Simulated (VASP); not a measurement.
Runs of VASP 6.6.1 on ZrS2. The structure is that of space group P-3m1 (No. 164), or close to it. The cells are those of the table. 

```tsv
cell	gap on the mesh (eV)	pressure (GPa)	largest force (eV/Å)
a = 3.641, b = 3.641, c = 5.959 Å, angles 90.0, 90.0, 120.0°, 3 atoms	0.97	1.3	0.34
a = 3.787, b = 3.787, c = 6.198 Å, angles 90.0, 90.0, 120.0°, 3 atoms	(b)	(a)	0.92
a = 3.740, b = 3.740, c = 6.121 Å, angles 90.0, 90.0, 120.0°, 3 atoms	1.02	-5.5	0.56
a = 3.691, b = 3.691, c = 6.041 Å, angles 90.0, 90.0, 120.0°, 3 atoms	1.00	-2.4	0.14
a = 3.590, b = 3.590, c = 5.875 Å, angles 90.0, 90.0, 120.0°, 3 atoms	0.92	5.9	0.91
```

Alike in all rows: task single point; level PBEsol; potentials or basis VASP PAW PBE potentials, release 64 (Zr_sv, S); no spin polarisation; k mesh 6 × 6 × 4; cutoff (eV) 500; smearing gaussian 0.01 eV.

Task: Estimate the missing entries.

Result: (a) -7.9; (b) 1.03.

Caveats: the PAW data sets were made with another functional, which shifts forces and pressure a little; this functional lacks dispersion, which binds the layers, so the pressure and a relaxed spacing across them are unreliable; the cell stands under tension (at least some runs); the cell stands under pressure (at least some runs).

A k mesh can miss the band edges, and the runs leave out spin-orbit coupling on Zr.
